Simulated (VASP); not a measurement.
# Au (Im-3m) in VASP: settings compared

The runs below take Au through single point, with LDA, r2SCAN.

All numbers are computed with VASP 6.6.1; they aren't measurements. Logs are shortened: lines on timing, memory, paths and dates and some standing lists are left out, and cuts for length are marked.

### 1 The cell of the first run

It takes space group Im-3m (No. 229, cubic). The conventional cell has a = 3.336 Å, b = 3.336 Å, c = 3.336 Å, α = 90.00°, β = 90.00°, γ = 90.00°. Au (site symmetry m-3m) has 14 Au at 2.89 to 3.34 Å within 3.8 Å.

### 2 Single point, LDA

INCAR reads:

```
PREC     = Accurate       # precision mode
ENCUT    = 520            # plane-wave cutoff, eV
EDIFF    = 1E-6           # SCF threshold, eV
ISMEAR   = -1             # smearing method
SIGMA    = 0.05           # smearing width, eV
LREAL    = F              # projectors in reciprocal space
LASPH    = T              # aspherical terms in the spheres
NELM     = 100            # most SCF steps
ALGO     = Normal         # electronic algorithm
ISIF     = 2              # what is computed and relaxed
LWAVE    = F              # write WAVECAR
LCHARG   = F              # write CHGCAR
GGA      = CA             # functional
NBANDS   = 12             # bands
```

KPOINTS reads:

```
Automatic mesh
0
Gamma
  11 11 11
```

POSCAR reads:

```
Au
1.0
   -1.6682446112      1.6682446112      1.6682446112
    1.6682446112     -1.6682446112      1.6682446112
    1.6682446112      1.6682446112     -1.6682446112
Au
1
Direct
    0.0000000000      0.0000000000      0.0000000000
```

Potentials or basis: VASP PAW LDA potentials, release 64 (Au).

Started as:

```console
$ cat potpaw_LDA.64/Au/POTCAR > POTCAR
$ mpirun -np 1 vasp_std > vasp.out
```

OUTCAR:

```text
PREC = Accurate
   ENCUT = 520
   EDIFF = 1E-6
   ISMEAR = -1
   LREAL = F
   LASPH = T
   NELM = 100
   ISIF = 2
   GGA = CA

 ion  position               nearest neighbor table
   1  0.000  0.000  0.000-

  LATTYP: Found a body centered cubic cell.
 ALAT       =     3.3364892224

  Lattice vectors:

 A1 = (  -1.6682446112,   1.6682446112,   1.6682446112)
 A2 = (   1.6682446112,  -1.6682446112,   1.6682446112)
 A3 = (   1.6682446112,   1.6682446112,  -1.6682446112)

Analysis of symmetry for initial positions (statically):
=====================================================================
 Subroutine PRICEL returns:
 Original cell was already a primitive cell.

 Routine SETGRP: Setting up the symmetry group for a
 body centered cubic supercell.

 Subroutine GETGRP returns: Found 48 space group operations
 (whereof 48 operations were pure point group operations)
 out of a pool of 48 trial point group operations.

The static configuration has the point symmetry O_h .

Analysis of symmetry for dynamics (positions and initial velocities):
=====================================================================
 Subroutine PRICEL returns:
 Original cell was already a primitive cell.

 Routine SETGRP: Setting up the symmetry group for a
 body centered cubic supercell.

 Subroutine GETGRP returns: Found 48 space group operations
 (whereof 48 operations were pure point group operations)
 out of a pool of 48 trial point group operations.

The dynamic configuration has the point symmetry O_h .

 Subroutine INISYM returns: Found 48 space group operations
 (whereof 48 operations are pure point group operations),
 and found     1 'primitive' translations

----------------------------------------------------------------------------------------

                                     Primitive cell

  volume of cell :      18.5712

  direct lattice vectors                    reciprocal lattice vectors
    -1.668244611  1.668244611  1.668244611     0.000000000  0.299716239  0.299716239
     1.668244611 -1.668244611  1.668244611     0.299716239  0.000000000  0.299716239
     1.668244611  1.668244611 -1.668244611     0.299716239  0.299716239  0.000000000

  length of vectors
     2.889484426  2.889484426  2.889484426     0.423862770  0.423862770  0.423862770

  position of ions in fractional coordinates (direct lattice)
     0.000000000  0.000000000  0.000000000

  ion indices of the primitive-cell ions
   primitive index   ion index
                 1           1
[... 67 lines left out ...]
   LNONCOLLINEAR =      F non collinear calculations
   LSORBIT =      F    spin-orbit coupling
   LASPH  =      T    aspherical Exc in radial PAW
   ENCUT  =  520.0 eV  38.22 Ry    6.18 a.u.   5.37  5.37  5.37*2*pi/ulx,y,z
   NELM   =    100;   NELMIN=  2; NELMDL= -5     # of ELM steps
   EDIFF  = 0.1E-05   stopping-criterion for ELM
   LREAL  =      F    real-space projection
[... 7 lines left out ...]
   TEBEG  =    0.0;   TEEND  =   0.0 temperature during run
   PSTRESS=    0.0 pullay stress
   NELECT =      11.0000    total number of electrons
   NUPDOWN=      -1.0000    fix difference up-down
   EMIN   =  10.00;   EMAX   =-10.00  energy-range for DOS
   EFERMI =   0.00;   METHOD = LEGACY
   ISMEAR =    -1;   SIGMA  =   0.05  broadening in eV -4-tet -1-fermi 0-gaus
   EFERMI_NEDOS =   21; number of points for ismear=-14 and -15
   IALGO  =     38    algorithm
   IMIX   =      4    mixing-type and parameters
     AMIX     =   0.40;   BMIX     =  1.00
     AMIX_MAG =   1.60;   BMIX_MAG =  1.00
  volume/ion in A,a.u.               =      18.57       125.32
  Fermi-wavevector in a.u.,A,eV,Ry     =   1.374863  2.598114 25.718378  1.890247
  Thomas-Fermi vector in A             =   2.500251
   LORBIT       =      0    0 simple, 1 ext, 2 COOP (PROOUT), +10 PAW based schemes
   GGA     = CA    functional components
   LHFCALC =     F    Hartree Fock is set to
   AEXX    =    0.0000 exact exchange contribution
   IVDW    =     0    specifies the selected vdW correction
   LEPSILON=     F    determine dielectric tensor
   LRPA    =     F    only Hartree local field effects (RPA)
 non-spin polarized calculation
  energy-cutoff  :      520.00
  volume of cell :       18.57
 maximum number of plane-waves:       531
 NGX is ok and might be reduce to    24
   NGX = 11   NGY = 11   NGZ = 11

 number of electron      10.9999999 magnetization

 Free energy of the ion-electron system (eV)
  ---------------------------------------------------
  ext. energy  EPLUGINS =         0.00000000
  ---------------------------------------------------
  free energy    TOTEN  =        -4.32023345 eV

  energy without entropy =       -4.31454367  energy(sigma->0) =       -4.31738856

 E-fermi :   7.7642     XC(G=0): -12.4912

 val. band max:        7.7635770058   @ k =  -0.3636   0.4545   0.0909
 cond. band min:       7.7879449410   @ k =  -0.2727   0.4545   0.0909
 fundamental gap:      0.0243679352
 Fermi energy:         7.7642000186

 k-point     1 :       0.0000    0.0000    0.0000
  band No.  band energies     occupation
      1      -1.1332      2.00000
      2       3.4723      2.00000
      3       3.4723      2.00000
      4       3.4723      2.00000
      5       5.1842      2.00000
      6       5.1842      2.00000
      7      24.3349      0.00000
      8      24.3349      0.00000
      9      24.3349      0.00000
     10      30.5757      0.00000
     11      30.5757      0.00000
     12      30.5757      0.00000
[... 331 lines left out ...]
 k-point    24 :       0.3636    0.1818    0.0909
  band No.  band energies     occupation
      1       2.1998      2.00000
      2       2.6911      2.00000
      3       4.1987      2.00000
      4       5.2257      2.00000
      5       5.3986      2.00000
      6      10.6729      0.00000
      7      11.0771      0.00000
      8      16.4528      0.00000
      9      19.0592      0.00000
     10      29.4296      0.00000
     11      31.0606      0.00000
     12      32.9314      0.00000

 [... further k-points ...]
[... 5 lines left out ...]
  --------------------------------------------------------------------------------------
  -------------------------------------------------------------------------------------
  Total       -1.7046746     -1.7046746     -1.7046746      0.0000000     -0.0000000      0.0000000
  in kB     -147.0662029   -147.0662029   -147.0662029      0.0000000     -0.0000000      0.0000000
  external PRESSURE =    -147.0662029 kB  Pullay stress =       0.0000000 kB

 VOLUME and BASIS-vectors are now :
 -----------------------------------------------------------------------------
  energy-cutoff  :      520.00
  volume of cell :       18.57
      direct lattice vectors                 reciprocal lattice vectors
    -1.668244611  1.668244611  1.668244611     0.000000000  0.299716239  0.299716239
     1.668244611 -1.668244611  1.668244611     0.299716239  0.000000000  0.299716239
     1.668244611  1.668244611 -1.668244611     0.299716239  0.299716239  0.000000000

 POSITION                                       TOTAL-FORCE (eV/Angst)
 -----------------------------------------------------------------------------------
      0.00000      0.00000      0.00000         0.000000     -0.000000      0.000000
 -----------------------------------------------------------------------------------
    total drift:                               -0.000000      0.000000     -0.000000

  FREE ENERGIE OF THE ION-ELECTRON SYSTEM (eV)
  ---------------------------------------------------
  free  energy   TOTEN  =        -4.3202334531 eV

  energy  without entropy=       -4.3145436703  energy(sigma->0) =       -4.31738856
```

OSZICAR:

```text
N       E                     dE             d eps       ncg     rms          rms(c)
DAV:   1     0.479271793680E+02    0.47927E+02   -0.55153E+03  1400   0.808E+02
DAV:   2    -0.393980123483E+01   -0.51867E+02   -0.48689E+02  1572   0.183E+02
DAV:   3    -0.464884090282E+01   -0.70904E+00   -0.70784E+00  1596   0.208E+01
DAV:   4    -0.465120673613E+01   -0.23658E-02   -0.23657E-02  1520   0.139E+00
DAV:   5    -0.465122487287E+01   -0.18137E-04   -0.18137E-04  1608   0.117E-01    0.722E+00
DAV:   6    -0.433773201887E+01    0.31349E+00   -0.10149E+00  1452   0.762E+00    0.478E+00
DAV:   7    -0.432331256012E+01    0.14419E-01   -0.34177E-02  1544   0.140E+00    0.263E+00
DAV:   8    -0.432023427992E+01    0.30783E-02   -0.87305E-04  1492   0.272E-01    0.196E-01
DAV:   9    -0.432023345314E+01    0.82678E-06   -0.83181E-06  1504   0.198E-02
   1 F= -.43202335E+01 E0= -.43173886E+01  d E =-.568978E-02
```

Wall time 8.5 s (1 thread of Intel Xeon Platinum 8259CL at 2.50GHz (Skylake/Cascade Lake), shared host); peak memory 0.13 GiB.

What came out:

* Free energy: -4.3202 eV
* Pressure: -14.7 GPa

Caveat: spin-orbit coupling is left out, which moves the levels of the heavy elements.

(Part 1 of 3 ends here.)
